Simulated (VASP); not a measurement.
A run of VASP 6.6.1 is set up as follows.

Contents of POSCAR:

```
HgTe
1.0
    2.9925180000     -3.4669290000      0.0000000000
    2.9925180000      3.4669290000      0.0000000000
    0.0000000000      0.0000000000      5.7981570000
Hg Te
2 2
Direct
    0.6569500000      0.3430500000      0.2500000000
    0.3430500000      0.6569500000      0.7500000000
    0.2151910000      0.7848090000      0.2500000000
    0.7848090000      0.2151910000      0.7500000000
```

The input INCAR.step1:

```
  PREC = Accurate
  ENCUT = 520
  EDIFF = 1E-5
  ISMEAR = -1
  SIGMA = 0.1
  LREAL = False
  LASPH = True
  NELM = 100
  ALGO = Normal
  ISIF = 2
  LWAVE = True
  LCHARG = False
  NBANDS = 26
  GGA = PE
```

File INCAR.step2:

```
  PREC = Accurate
  ENCUT = 520
  EDIFF = 1E-6
  ISMEAR = -1
  SIGMA = 0.1
  LREAL = False
  LASPH = True
  NELM = 100
  ALGO = Normal
  ISIF = 2
  LWAVE = False
  LCHARG = False
  GGA = PE
  LHFCALC = True
  AEXX = 0.25
  PRECFOCK = Normal
  NBANDS = 26
  ISTART = 1
```

File KPOINTS:

```
regular mesh
0
Gamma
  3 3 3
```

Potentials or basis: VASP PAW PBE potentials, release 64 (Hg, Te).

Command:

```sh
$ cat potpaw_PBE.64/Hg/POTCAR potpaw_PBE.64/Te/POTCAR > POTCAR
$ cp INCAR.step1 INCAR
$ mpirun -np 1 vasp_std > vasp.out
$ cp INCAR.step2 INCAR
$ mpirun -np 1 vasp_std > vasp.out
```

Question: Predict the largest force.

Answer: 0.054 eV/Å.

Question: Estimate the band gap on the k mesh.

Answer: Zero (bands 18 and 19 overlap by 1.54 eV).

Question: Estimate the pressure.

Answer: -2.0 GPa.

Stress tensor (GPa, compression positive):
```
-1.83  0.00  0.00
 0.00 -1.37  0.00
 0.00  0.00 -2.86
```

Caveat: the k points lie up to 0.46 Å⁻¹ apart, too coarse for converged energies and pressures of a metal; the PAW data sets were made with another functional, which shifts forces and pressure a little; spin-orbit coupling is left out, which moves the levels of the heavy elements.
